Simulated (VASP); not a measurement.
Wanted: the native input for a VASP 6.6.1 run.

- Task: single point
- Functional: PBE
- Dispersion: D3(BJ)
- Potentials or basis: VASP PAW PBE potentials, release 64 (Mn_pv, S)
- Cutoff: 500 eV
- k mesh: 8 × 8 × 8
- Occupations: gaussian, width 0.05 eV
- Spin: collinear spin, ferromagnetic start
- Starting moments: [4.34, 0.0] μB
- Dipole correction: no
- Further INCAR settings: ALGO = Normal; EDIFF = 1e-06; NBANDS = 20

The structure of MnS lies in POSCAR:

```
MnS
1.0
    0.0000000000      2.5294709697      2.5294709697
    2.5294709697      0.0000000000      2.5294709697
    2.5294709697      2.5294709697      0.0000000000
Mn S
1 1
Direct
    0.0000000000      0.0000000000      0.0000000000
    0.5000000000      0.5000000000      0.5000000000
```

One way to write it, as run:

INCAR

```
  PREC = Accurate
  ENCUT = 500
  EDIFF = 1E-6
  ISMEAR = 0
  SIGMA = 0.05
  LREAL = F
  LASPH = T
  NELM = 200
  ALGO = Normal
  ISIF = 2
  LWAVE = F
  LCHARG = T
  ISPIN = 2
  MAGMOM = 4.34 0
  LORBIT = 11
  LMAXMIX = 4
  GGA = PE
  IVDW = 12
  LELF = T
  LVHAR = T
  NBANDS = 20
  GGA_COMPAT = F
```

KPOINTS

```
Automatic mesh
0
Gamma
  8 8 8
```

Potentials or basis: VASP PAW PBE potentials, release 64 (Mn_pv, S).

The run is started by

```sh
$ cat potpaw_PBE.64/Mn_pv/POTCAR potpaw_PBE.64/S/POTCAR > POTCAR
$ mpirun -np 1 vasp_std > vasp.out
```

It gave:

```json
{
 "Pressure": "-1.9 GPa",
 "Net moment": "4.52 μB per cell",
 "Site moments": "Mn +4.11; S +0.10 μB",
 "Valence electrons inside the program's atomic spheres": "Mn 11.39; S 3.75",
 "Dispersion energy per atom": "-0.447 eV"
}
```

Caveat: three body term missing; a cell with one magnetic atom can't hold antiferromagnetic order, which such compounds often take.

Wall time 90 s on 1 thread of Intel Xeon 8259CL, on a shared host, peak memory 0.2 GiB.
